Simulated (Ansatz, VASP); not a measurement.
## In in VASP and in Ansatz

```xyz
1
Lattice="-1.6469 1.6469 2.5063 1.6469 -1.6469 2.5063 1.6469 1.6469 -2.5063" Properties=species:S:1:pos:R:3 pbc="T T T"
In    0.0000    0.0000    0.0000
```

Alike in both runs: task single point; functional PBE; k mesh 10 × 10 × 10; no spin polarisation.

|  | VASP | Ansatz |
| --- | --- | --- |
| version | VASP 6.6.1 | Ansatz 0.2.0 |
| potentials or method | VASP PAW PBE potentials, release 64 (In_d), cutoff 520 eV | plane waves, PAW |
| occupations | fermi-dirac, width 0.1 eV | fermi-dirac |
| valence electrons in the cell | 13 | 13 |

```tsv
	VASP	Ansatz	Ansatz less VASP
pressure (GPa)	0.3	0.4	+0.05
traceless stress, the component that is largest in VASP (GPa)	-1.32	-1.32	+0.002
```
